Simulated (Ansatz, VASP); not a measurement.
**BN in VASP and in Ansatz**

File INCAR:

```
SYSTEM = BN
PREC = Accurate ; ENCUT = 520
EDIFF = 1E-6 ; ISMEAR = 0
SIGMA = 0.05 ; LREAL = .False.
LASPH = .True. ; NELM = 80
ALGO = Normal ; ISIF = 2
LWAVE = .False. ; LCHARG = .True.
GGA = PE ; IVDW = 12
LELF = .True. ; LVHAR = .True.
NBANDS = 11
```

The input KPOINTS:

```
Automatic mesh
0
Gamma
  12 12 12
  0 0 0
```

POSCAR

```
BN
1.0
    0.0000000000      3.3394821895      2.1688319106
    1.2538424675      0.0000000000      2.1688319106
    1.2538424675      3.3394821895      0.0000000000
B N
1 1
Direct
    0.0001068737      0.0001068737      0.9998931263
    0.7127008850      0.7127008850      0.2872991150
```

Input for Ansatz:

```yaml
crystal:
  lattice:
    - [0.0, 3.3394821895, 2.1688319106]
    - [1.2538424675, 0.0, 2.1688319106]
    - [1.2538424675, 3.3394821895, 0.0]
  atoms:
    - { symbol: B, position: [0.0001068737, 0.0001068737, 0.9998931263] }
    - { symbol: "N", position: [0.712700885, 0.712700885, 0.287299115] }
basis:
  ecutwfc: 420
kpoints:
  mp_grid: { grid: [12, 12, 12] }
hamiltonian:
  xc: pbe
  dispersion: d3bj
scf:
  occupations: { method: gaussian, width: 0.05 }
output:
  forces: true
  stress: true
  eigenvalues: true
```

Change from the starting cell: all N atoms moved +0.200 Å, as atom 2 along Cartesian [0 0 1].

Alike in both runs: task single point; functional PBE; dispersion D3(BJ); k mesh 12 × 12 × 12; occupations gaussian, width 0.05 eV; no spin polarisation.

|  | VASP | Ansatz |
| --- | --- | --- |
| version | VASP 6.6.1 | Ansatz 0.2.0 |
| potentials or method | VASP PAW PBE potentials, release 64 (B, N), cutoff 520 eV | scalar-relativistic, plane waves, PAW |
| valence electrons in the cell | 8 | 8 |

```tsv
	VASP	Ansatz	Ansatz less VASP
gap on the k mesh at the Fermi level (eV)	1.92	1.93	+0.010
least direct gap on the mesh (eV)	3.70	3.71	+0.009
pressure (GPa)	18.9	18.9	+0.03
traceless stress, the component that is largest in VASP (GPa)	44.75	44.61	-0.140
rms of the force components (eV/Å)	6.653	6.651	-0.0026
```

Atom by atom the forces differ by 0.003 eV/Å (rms over components).
